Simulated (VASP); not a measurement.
A run of VASP 6.6.1 is set up as follows.

File INCAR:

```
SYSTEM = Be
PREC = Accurate ; ENCUT = 520
EDIFF = 1E-6 ; ISMEAR = -1
SIGMA = 0.05 ; LREAL = .FALSE.
LASPH = .TRUE. ; NELM = 60
ALGO = Normal ; ISIF = 2
LWAVE = .FALSE. ; LCHARG = .FALSE.
GGA = PE ; NBANDS = 9
```

Contents of KPOINTS:

```
Automatic mesh
0
G
  20 20 11
  0 0 0
```

File POSCAR:

```
Be
1.0
    2.2995019849      0.0000000000      0.0000000000
   -1.1497509925      1.9914271350      0.0000000000
    0.0000000000      0.0000000000      3.6009000000
Be
2
Direct
    0.3333333333      0.6666666667      0.2500000000
    0.6666666667      0.3333333333      0.7500000000
```

Potentials or basis: VASP PAW PBE potentials, release 64 (Be).

Launch:

```sh
$ cat potpaw_PBE.64/Be/POTCAR > POTCAR
$ mpirun -np 1 vasp_std > vasp.out
```

(1) Predict the pressure.

(2) Predict the band gap on the k mesh.

Results:

(1) -4.6 GPa.

(2) zero (band 2 reaches 7.67 eV, above the bottom of band 3 at 6.27 eV).
